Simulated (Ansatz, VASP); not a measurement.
One calculation of Ge, two programs

Contents of INCAR:

```
  PREC = Accurate
  ENCUT = 520
  EDIFF = 1E-6
  ISMEAR = 0
  SIGMA = 0.15
  LREAL = False
  LASPH = True
  NELM = 60
  ALGO = Normal
  ISIF = 2
  LWAVE = False
  LCHARG = False
  GGA = PS
  NBANDS = 21
```

Contents of KPOINTS:

```
Automatic mesh
0
Gamma
  20 20 20
```

The input POSCAR:

```
Ge
1.0
   -2.5744897190      2.5744897190      1.4393350225
    2.5744897190     -2.5744897190      1.4393350225
    2.5744897190      2.5744897190     -1.4393350225
Ge
2
Direct
    0.2500000000      0.7500000000      0.5000000000
    0.5000000000      0.5000000000      0.0000000000
```

Input for Ansatz:

```yaml
crystal:
  lattice:
    - [-2.574489719, 2.574489719, 1.4393350225]
    - [2.574489719, -2.574489719, 1.4393350225]
    - [2.574489719, 2.574489719, -1.4393350225]
  atoms:
    - { symbol: Ge, position: [0.25, 0.75, 0.5] }
    - { symbol: Ge, position: [0.5, 0.5, 0.0] }
basis:
  ecutwfc: 420
kpoints:
  mp_grid: { grid: [20, 20, 20] }
hamiltonian:
  xc: pbesol
scf:
  occupations: { method: gaussian, width: 0.15 }
output:
  forces: true
  stress: true
  eigenvalues: true
```

Change from the starting cell: strain +0.000 along x and y, +0.030 along z, atoms carried along.

Alike in both runs: task single point; functional PBEsol; k mesh 20 × 20 × 20; occupations gaussian, width 0.15 eV; no spin polarisation.

```csv
,VASP,Ansatz
version,VASP 6.6.1,Ansatz 0.2.0
potentials or method,"VASP PAW PBE potentials, release 64 (Ge_d), cutoff 520 eV","scalar-relativistic, plane waves, PAW"
valence electrons in the cell,28,28
```

Ansatz gave:

```
gap on the k mesh at the Fermi level (eV)                     : none
pressure (GPa)                                                : -2.8
traceless stress, the component that is largest in VASP (GPa) : -0.48
```

Question: Which values does VASP return?

Answer: gap on the k mesh at the Fermi level (eV): none; pressure (GPa): -2.8; traceless stress, the component that is largest in VASP (GPa): -0.45.

VASP's potentials were made for PBE, not for PBEsol. A gap of «none» marks a metal or a gap that the smearing closes.
